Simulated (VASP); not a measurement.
Input of a VASP 6.6.1 run:

Contents of INCAR:

```
PREC     = Accurate       # precision mode
ENCUT    = 520            # plane-wave cutoff, eV
EDIFF    = 1E-6           # SCF threshold, eV
ISMEAR   = -1             # smearing method
SIGMA    = 0.1            # smearing width, eV
LREAL    = False          # projectors in reciprocal space
LASPH    = True           # aspherical terms in the spheres
NELM     = 150            # most SCF steps
ALGO     = Normal         # electronic algorithm
ISIF     = 2              # what is computed and relaxed
LWAVE    = False          # write WAVECAR
LCHARG   = False          # write CHGCAR
MAGMOM   = 0 0 0 0 0 0    # initial moments
LORBIT   = 11             # projections on sites
LSORBIT  = True           # spin-orbit coupling
GGA_COMPAT= False        
LORBMOM  = True         
GGA      = PE             # functional
NBANDS   = 42             # bands
```

Contents of KPOINTS:

```
regular mesh
0
Gamma
  8 8 8
```

File POSCAR:

```
Bi
1.0
    0.0000000000      3.6470018973      3.6470018973
    3.6470018973      0.0000000000      3.6470018973
    3.6470018973      3.6470018973      0.0000000000
Bi
2
Direct
    0.1250000000      0.1250000000      0.1250000000
    0.8750000000      0.8750000000      0.8750000000
```

Potentials or basis: VASP PAW PBE potentials, release 64 (Bi_d).

Run with:

```sh
$ cat potpaw_PBE.64/Bi_d/POTCAR > POTCAR
$ mpirun -np 1 vasp_ncl > vasp.out
```

Problem. What does it give for the net moment?

Solution. 0.00 μB per cell.

Problem. Predict the pressure.

Solution. 0.7 GPa.

Moments on the atoms (μB; x, y, z):
```
Bi  0.00 0.00 0.00
Bi  0.00 0.00 0.00
```
